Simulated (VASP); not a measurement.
Write the native input for VASP 6.6.1 that does the following.

| Item | Value |
| --- | --- |
| Task | electric field gradients |
| Functional | r2SCAN |
| Potentials or basis | VASP PAW PBE potentials, release 64 (Re) |
| Cutoff | 520 eV |
| k mesh | 14 × 14 × 8 |
| Occupations | fermi-dirac, width 0.08 eV |
| Spin | no spin polarisation |
| Dipole correction | no |
| Further INCAR settings | ALGO = Normal; EDIFF = 1e-08; NBANDS = 14 |

Crystal: Re.

```
Re
1.0
     2.81068    0.00000    0.00000
    -1.40534    2.43412    0.00000
     0.00000    0.00000    4.54693
Re
2
Direct
  0.33333 0.66667 0.25000
  0.66667 0.33333 0.75000
```

This cell differs from its parent crystal: volume scaled by 1.05.

These files were run (other wordings do the same):

POSCAR

```
Re
1.0
    2.8106778205      0.0000000000      0.0000000000
   -1.4053389102      2.4341183944      0.0000000000
    0.0000000000      0.0000000000      4.5469269887
Re
2
Direct
    0.3333333333      0.6666666667      0.2500000000
    0.6666666667      0.3333333333      0.7500000000
```

INCAR.step1

```
SYSTEM = Re
ALGO = Normal
EDIFF = 1E-4
ENCUT = 520
GGA = PE
ISMEAR = -1
LASPH = .TRUE.
LCHARG = .FALSE.
LREAL = .FALSE.
LWAVE = .TRUE.
NBANDS = 14
NELM = 100
PREC = Accurate
SIGMA = 0.08
```

INCAR.step2

```
SYSTEM = Re
ALGO = Normal
EDIFF = 1E-8
ENCUT = 520
ISIF = 2
ISMEAR = -1
ISTART = 1
LASPH = .TRUE.
LCHARG = .FALSE.
LEFG = .TRUE.
LMIXTAU = .TRUE.
LREAL = .FALSE.
LWAVE = .FALSE.
METAGGA = R2SCAN
NBANDS = 14
NELM = 100
PREC = Accurate
SIGMA = 0.08
```

KPOINTS

```
k-points
0
G
  14 14 8
  0 0 0
```

Potentials or basis: VASP PAW PBE potentials, release 64 (Re).

Launch:

```bash
$ cat potpaw_PBE.64/Re/POTCAR > POTCAR
$ cp INCAR.step1 INCAR
$ mpirun -np 1 vasp_std > vasp.out
$ cp INCAR.step2 INCAR
$ mpirun -np 1 vasp_std > vasp.out
```

Results of the run:

```json
{
 "Pressure": "-19.6 GPa",
 "Band gap on the k mesh": "zero (band 7 reaches 8.51 eV, above the bottom of band 8 at 5.41 eV)"
}
```

Caveat: without QUAD_EFG the Cq values of the log hold for a quadrupole moment of 1 mb, not for the nuclei; the PAW data sets were made with another functional, which shifts forces and pressure a little; spin-orbit coupling is left out, which moves the levels of the heavy elements.

Wall time 120 s on 1 thread of Intel(R) Xeon(R) 6975P-C (Granite Rapids) (shared host), peak memory 0.19 GiB.
